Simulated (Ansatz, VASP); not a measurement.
# MgS: VASP beside Ansatz

```
CELL_PARAMETERS angstrom
0.00000 2.59847 2.59847
2.59847 0.00000 2.59847
2.59847 2.59847 0.00000
ATOMIC_POSITIONS crystal
Mg 0.00000 0.00000 0.00000
S 0.50000 0.50000 0.50000
```

Alike in both runs: task single point; functional LDA; k mesh 8 × 8 × 8; occupations gaussian, width 0.05 eV; no spin polarisation.

|  | VASP | Ansatz |
| --- | --- | --- |
| version | VASP 6.6.1 | Ansatz 0.2.0 |
| potentials or method | VASP PAW LDA potentials, release 64 (Mg, S), cutoff 600 eV | scalar-relativistic, plane waves, PAW |
| valence electrons in the cell | 8 | 16 |

```tsv
	VASP	Ansatz	Ansatz less VASP
gap on the k mesh at the Fermi level (eV)	2.57	2.57	+0.001
least direct gap on the mesh (eV)	3.52	3.51	-0.011
pressure (GPa)	-3.6	-3.0	+0.55
```

LDA's correlation is that of Perdew and Zunger in VASP and of Perdew and Wang (1992) in Ansatz. VASP's potentials hold 8 valence electrons a cell and Ansatz's 16, so a difference there can come from the potentials and not from the codes.
